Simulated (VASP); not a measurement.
# SrTiO3 (I4/mcm) in VASP: single point with PBEsol

Aim: the single point of SrTiO3 with PBEsol.

All numbers are computed with VASP 6.6.1; they aren't measurements. Logs are shortened: lines on timing, memory, paths and dates and some standing lists are left out, and cuts for length are marked.

## (1) The cell of the first run

It takes space group I4/mcm (No. 140, tetragonal). The conventional cell has a = 5.487 Å, b = 5.487 Å, c = 7.809 Å, α = 90.00°, β = 90.00°, γ = 90.00°. Sr (site symmetry -42m) has 12 O at 2.62 to 2.89 Å and 8 Ti at 3.37 Å within 3.5 Å. Ti (site symmetry 4/m) has 6 O at 1.95 Å within 2.6 Å. Within 2.6 Å of O (site symmetry 422) lie 2 Ti at 1.95 Å. O (site symmetry m2m) has 2 Ti at 1.95 Å within 2.6 Å.

## (2) Single point, PBEsol

File INCAR:

```
PREC = Accurate
ENCUT = 520
EDIFF = 1E-7
ISMEAR = 0
SIGMA = 0.02
LREAL = False
LASPH = True
NELM = 60
ALGO = Normal
ISIF = 2
LWAVE = False
LCHARG = False
GGA = PS
NBANDS = 51
```

File KPOINTS:

```
Automatic mesh
0
Gamma
  8 8 8
```

File POSCAR:

```
SrTiO3
1.0
   -2.7435442208      2.7435442208      3.9043140078
    2.7435442208     -2.7435442208      3.9043140078
    2.7435442208      2.7435442208     -3.9043140078
Sr Ti O
2 2 6
Direct
    0.7500000000      0.2500000000      0.5000000000
    0.2500000000      0.7500000000      0.5000000000
    0.0000000000      0.0000000000      0.0000000000
    0.5000000000      0.5000000000      0.0000000000
    0.2500000000      0.2500000000      0.0000000000
    0.7500000000      0.7500000000      0.0000000000
    0.7253544725      0.2253544725      0.9507089451
    0.2253544725      0.2746455275      0.5000000000
    0.2746455275      0.7746455275      0.0492910549
    0.7746455275      0.7253544725      0.5000000000
```

Potentials or basis: VASP PAW PBE potentials, release 64 (Sr_sv, Ti_sv, O).

On the command line:

```
cat potpaw_PBE.64/Sr_sv/POTCAR potpaw_PBE.64/Ti_sv/POTCAR potpaw_PBE.64/O/POTCAR > POTCAR
mpirun -np 1 vasp_std > vasp.out
```

OUTCAR:

```text
PREC = Accurate
   ENCUT = 520
   EDIFF = 1E-7
   ISMEAR = 0
   LREAL = False
   LASPH = True
   NELM = 60
   ISIF = 2
   GGA = PS

 ion  position               nearest neighbor table
   1  0.750  0.250  0.500-   9 2.62   8 2.62  10 2.62   7 2.62   5 2.74   6 2.74   6 2.74   5 2.74
                             7 2.89   9 2.89   8 2.89  10 2.89   4 3.37   3 3.37   4 3.37   4 3.37
   2  0.250  0.750  0.500-   7 2.62   8 2.62  10 2.62   9 2.62   5 2.74   6 2.74   5 2.74   6 2.74
                             9 2.89   7 2.89  10 2.89   8 2.89   4 3.37   3 3.37   4 3.37   3 3.37
   3  0.000  0.000  0.000-   7 1.95   9 1.95   8 1.95  10 1.95   5 1.95   6 1.95   1 3.37   2 3.37
                             1 3.37   1 3.37   2 3.37   2 3.37   1 3.37   2 3.37
   4  0.500  0.500  0.000-   7 1.95   9 1.95  10 1.95   8 1.95   5 1.95   6 1.95   1 3.37   2 3.37
                             2 3.37   1 3.37   2 3.37   1 3.37   2 3.37   1 3.37
   5  0.250  0.250  0.000-   3 1.95   4 1.95   1 2.74   2 2.74   2 2.74   1 2.74
   6  0.750  0.750  0.000-   3 1.95   4 1.95   1 2.74   2 2.74   1 2.74   2 2.74
   7  0.725  0.225  0.951-   3 1.95   4 1.95   2 2.62   1 2.62   1 2.89   2 2.89
   8  0.225  0.275  0.500-   4 1.95   3 1.95   1 2.62   2 2.62   1 2.89   2 2.89
   9  0.275  0.775  0.049-   3 1.95   4 1.95   1 2.62   2 2.62   2 2.89   1 2.89
  10  0.775  0.725  0.500-   3 1.95   4 1.95   1 2.62   2 2.62   1 2.89   2 2.89

  LATTYP: Found a body centered tetragonal cell.
 ALAT       =     5.4870884416
 C/A-ratio  =     1.4230913350

  Lattice vectors:

 A1 = (  -2.7435442208,   2.7435442208,   3.9043140078)
 A2 = (   2.7435442208,  -2.7435442208,   3.9043140078)
 A3 = (   2.7435442208,   2.7435442208,  -3.9043140078)

Analysis of symmetry for initial positions (statically):
=====================================================================
 Subroutine PRICEL returns:
 Original cell was already a primitive cell.

 Routine SETGRP: Setting up the symmetry group for a
 body centered tetragonal supercell.

 Subroutine GETGRP returns: Found 16 space group operations
 (whereof  8 operations were pure point group operations)
 out of a pool of 16 trial point group operations.

The static configuration has the point symmetry C_4h.
 The point group associated with its full space group is D_4h.

Analysis of symmetry for dynamics (positions and initial velocities):
=====================================================================
 Subroutine PRICEL returns:
 Original cell was already a primitive cell.

 Routine SETGRP: Setting up the symmetry group for a
 body centered tetragonal supercell.

 Subroutine GETGRP returns: Found 16 space group operations
 (whereof  8 operations were pure point group operations)
 out of a pool of 16 trial point group operations.

The dynamic configuration has the point symmetry C_4h.
 The point group associated with its full space group is D_4h.

 Subroutine INISYM returns: Found 16 space group operations
 (whereof  8 operations are pure point group operations),
 and found     1 'primitive' translations

----------------------------------------------------------------------------------------

                                     Primitive cell

  volume of cell :     117.5516

  direct lattice vectors                    reciprocal lattice vectors
    -2.743544221  2.743544221  3.904314008     0.000000000  0.182246015  0.128063470
     2.743544221 -2.743544221  3.904314008     0.182246015  0.000000000  0.128063470
     2.743544221  2.743544221 -3.904314008     0.182246015  0.182246015  0.000000000

  length of vectors
     5.504338076  5.504338076  5.504338076     0.222741694  0.222741694  0.257734785

  position of ions in fractional coordinates (direct lattice)
     0.750000000  0.250000000  0.500000000
     0.250000000  0.750000000  0.500000000
     0.000000000  0.000000000  0.000000000
     0.500000000  0.500000000  0.000000000
     0.250000000  0.250000000  0.000000000
     0.750000000  0.750000000  0.000000000
     0.725354473  0.225354473  0.950708945
     0.225354473  0.274645527  0.500000000
     0.274645527  0.774645527  0.049291055
     0.774645527  0.725354473  0.500000000

  ion indices of the primitive-cell ions
   primitive index   ion index
                 1           1
                 2           2
                 3           3
                 4           4
                 5           5
                 6           6
                 7           7
                 8           8
                 9           9
                10          10

----------------------------------------------------------------------------------------

 KPOINTS: Automatic mesh

Automatic generation of k-mesh.
 Grid dimensions read from file:
 generate k-points for:    8    8    8

 Generating k-lattice:

  Cartesian coordinates                     Fractional coordinates (reciprocal lattice)
     0.000000000  0.022780752  0.016007934     0.125000000  0.000000000  0.000000000
     0.022780752  0.000000000  0.016007934     0.000000000  0.125000000  0.000000000
     0.022780752  0.022780752  0.000000000     0.000000000  0.000000000  0.125000000

  Length of vectors
     0.027842712  0.027842712  0.032216848

  Shift w.r.t. Gamma in fractional coordinates (k-lattice)
     0.000000000  0.000000000  0.000000000

 Subroutine IBZKPT returns following result:
 ===========================================

 Found     59 irreducible k-points:

 Following reciprocal coordinates:
            Coordinates               Weight
  0.000000  0.000000  0.000000      1.000000
  0.125000  0.000000  0.000000      8.000000
  0.250000  0.000000  0.000000      8.000000
  0.375000 -0.000000  0.000000      8.000000
  0.500000  0.000000  0.000000      4.000000
  0.125000  0.125000  0.000000      8.000000
[... 16 lines left out ...]
  0.250000  0.125000  0.125000     16.000000
  0.375000  0.125000  0.125000      8.000000
 [... further k-points ...]
   k-points           NKPTS =     59   k-points in BZ     NKDIM =     59   number of bands    NBANDS=     51
   number of dos      NEDOS =    301   number of ions     NIONS =     10
   total plane-waves  NPLWV =  74088
   dimension x,y,z NGX =    42 NGY =   42 NGZ =   42
   dimension x,y,z NGXF=    84 NGYF=   84 NGZF=   84
   ions per type =               2   2   6
   NGX,Y,Z   is equivalent  to a cutoff of  12.69, 12.69, 12.69 a.u.
   NGXF,Y,Z  is equivalent  to a cutoff of  25.37, 25.37, 25.37 a.u.
 SYSTEM =  unknown system
   PREC   = accura    normal or accurate (medium, high low for compatibility)
   ISTART =      0    job   : 0-new  1-cont  2-samecut
   ICHARG =      2    charge: 1-file 2-atom 10-const
   ISPIN  =      1    spin polarized calculation?
   LNONCOLLINEAR =      F non collinear calculations
   LSORBIT =      F    spin-orbit coupling
   LASPH  =      T    aspherical Exc in radial PAW
   ENCUT  =  520.0 eV  38.22 Ry    6.18 a.u.  10.23 10.23 10.23*2*pi/ulx,y,z
   NELM   =     60;   NELMIN=  2; NELMDL= -5     # of ELM steps
   EDIFF  = 0.1E-06   stopping-criterion for ELM
   LREAL  =      F    real-space projection
   EDIFFG = 0.1E-05   stopping-criterion for IOM
   NSW    =      0    number of steps for IOM
   IBRION =     -1    ionic relax: 0-MD 1-quasi-New 2-CG
   NFREE  =      0    steps in history (QN), initial steepest desc. (CG)
   ISIF   =      2    stress and relaxation
   ISYM   =      2    0-nonsym 1-usesym 2-fastsym
   POTIM  = 0.5000    time-step for ionic-motion
   TEBEG  =    0.0;   TEEND  =   0.0 temperature during run
   PSTRESS=    0.0 pullay stress
   NELECT =      80.0000    total number of electrons
   NUPDOWN=      -1.0000    fix difference up-down
   EMIN   =  10.00;   EMAX   =-10.00  energy-range for DOS
   EFERMI =   0.00;   METHOD = LEGACY
   ISMEAR =     0;   SIGMA  =   0.02  broadening in eV -4-tet -1-fermi 0-gaus
   EFERMI_NEDOS =   21; number of points for ismear=-14 and -15
   IALGO  =     38    algorithm
   IMIX   =      4    mixing-type and parameters
     AMIX     =   0.40;   BMIX     =  1.00
     AMIX_MAG =   1.60;   BMIX_MAG =  1.00
  volume/ion in A,a.u.               =      11.76        79.33
  Fermi-wavevector in a.u.,A,eV,Ry     =   1.439998  2.721202 28.212969  2.073595
  Thomas-Fermi vector in A             =   2.558791
   LORBIT       =      0    0 simple, 1 ext, 2 COOP (PROOUT), +10 PAW based schemes
   GGA     = PS    functional components
   LHFCALC =     F    Hartree Fock is set to
   AEXX    =    0.0000 exact exchange contribution
   IVDW    =     0    specifies the selected vdW correction
   LEPSILON=     F    determine dielectric tensor
   LRPA    =     F    only Hartree local field effects (RPA)
 non-spin polarized calculation
 Gauss-broadening in eV      SIGMA  =   0.02
  energy-cutoff  :      520.00
  volume of cell :      117.55
 maximum number of plane-waves:      3190
 NGX is ok and might be reduce to    42
   NGX = 21   NGY = 21   NGZ = 21

 number of electron      79.9999998 magnetization

 Free energy of the ion-electron system (eV)
  ---------------------------------------------------
  ext. energy  EPLUGINS =         0.00000000
  ---------------------------------------------------
  free energy    TOTEN  =       -84.04250803 eV

  energy without entropy =      -84.04250803  energy(sigma->0) =      -84.04250803

 E-fermi :   4.2970     XC(G=0): -11.6103

 val. band max:        4.0114071944   @ k =  -0.1250   0.1250   0.0000
 cond. band min:       5.9492510712   @ k =   0.0000   0.0000   0.0000
 fundamental gap:      1.9378438768
 Fermi energy:         4.2970278903

 k-point     1 :       0.0000    0.0000    0.0000
  band No.  band energies     occupation
      1     -52.0851      2.00000
      2     -52.0801      2.00000
      3     -28.5194      2.00000
      4     -28.5185      2.00000
      5     -28.5185      2.00000
      6     -28.4522      2.00000
[... 43 lines left out ...]
     50       9.7803      0.00000
     51      10.3719      0.00000

 k-point     2 :       0.1250    0.0000    0.0000
  band No.  band energies     occupation
      1     -52.0849      2.00000
      2     -52.0802      2.00000
      3     -28.5171      2.00000
      4     -28.5161      2.00000
      5     -28.5160      2.00000
      6     -28.4716      2.00000
[... 1180 lines left out ...]
 k-point    24 :       0.3750    0.1250    0.1250
  band No.  band energies     occupation
      1     -52.0826      2.00000
      2     -52.0826      2.00000
      3     -28.5448      2.00000
      4     -28.5448      2.00000
      5     -28.4889      2.00000
      6     -28.4889      2.00000
[... 43 lines left out ...]
     50      11.2644      0.00000
     51      11.7222      0.00000

 [... further k-points ...]
[... 5 lines left out ...]
  --------------------------------------------------------------------------------------
  -------------------------------------------------------------------------------------
  Total        0.5174309      0.5174309      0.5384312      0.0000000      0.0000000      0.0000000
  in kB        7.0523566      7.0523566      7.3385825      0.0000000      0.0000000      0.0000000
  external PRESSURE =       7.1477652 kB  Pullay stress =       0.0000000 kB

 VOLUME and BASIS-vectors are now :
 -----------------------------------------------------------------------------
  energy-cutoff  :      520.00
  volume of cell :      117.55
      direct lattice vectors                 reciprocal lattice vectors
    -2.743544221  2.743544221  3.904314008     0.000000000  0.182246015  0.128063470
     2.743544221 -2.743544221  3.904314008     0.182246015  0.000000000  0.128063470
     2.743544221  2.743544221 -3.904314008     0.182246015  0.182246015  0.000000000

 POSITION                                       TOTAL-FORCE (eV/Angst)
 -----------------------------------------------------------------------------------
      0.00000      2.74354      1.95216        -0.000000     -0.000000      0.000000
      2.74354      0.00000      1.95216        -0.000000     -0.000000      0.000000
      0.00000      0.00000      0.00000        -0.000000     -0.000000      0.000000
      0.00000      0.00000      3.90431        -0.000000     -0.000000      0.000000
      0.00000      0.00000      1.95216        -0.000000     -0.000000      0.000000
      0.00000      0.00000      5.85647        -0.000000     -0.000000      0.000000
      1.23654      3.98008     -0.00000         0.004421      0.004421      0.000000
      1.50700      1.23654      0.00000        -0.004421      0.004421     -0.000000
      1.50700     -1.23654      3.90431        -0.004421     -0.004421     -0.000000
      1.23654      1.50700      3.90431         0.004421     -0.004421      0.000000
 -----------------------------------------------------------------------------------
    total drift:                               -0.000000     -0.000000      0.000000

  FREE ENERGIE OF THE ION-ELECTRON SYSTEM (eV)
  ---------------------------------------------------
  free  energy   TOTEN  =       -84.0425080269 eV

  energy  without entropy=      -84.0425080269  energy(sigma->0) =      -84.04250803
```

Run time: 8.7 min. Hardware: 1 thread of Intel Xeon Platinum 8488C (Sapphire Rapids), shared host; peak memory 0.45 GiB.

What came out:

```yaml
Free_energy: -84.0425 eV
Pressure: 0.7 GPa
Largest_force: 0.006 eV/Å
Band_gap_on_the_k_mesh: 1.94 eV, indirect (least direct gap 1.95 eV)
```

Forces on the atoms (eV/Å):
```
Sr   0.000  0.000  0.000
Sr   0.000  0.000  0.000
Ti   0.000  0.000  0.000
Ti   0.000  0.000  0.000
O    0.000  0.000  0.000
O    0.000  0.000  0.000
O    0.004  0.004  0.000
O   -0.004  0.004  0.000
O   -0.004 -0.004  0.000
O    0.004 -0.004  0.000
```

Caveat: the PAW data sets were made with another functional, which shifts forces and pressure a little. A hybrid or GW would open this gap; PBEsol tends to underestimate it.
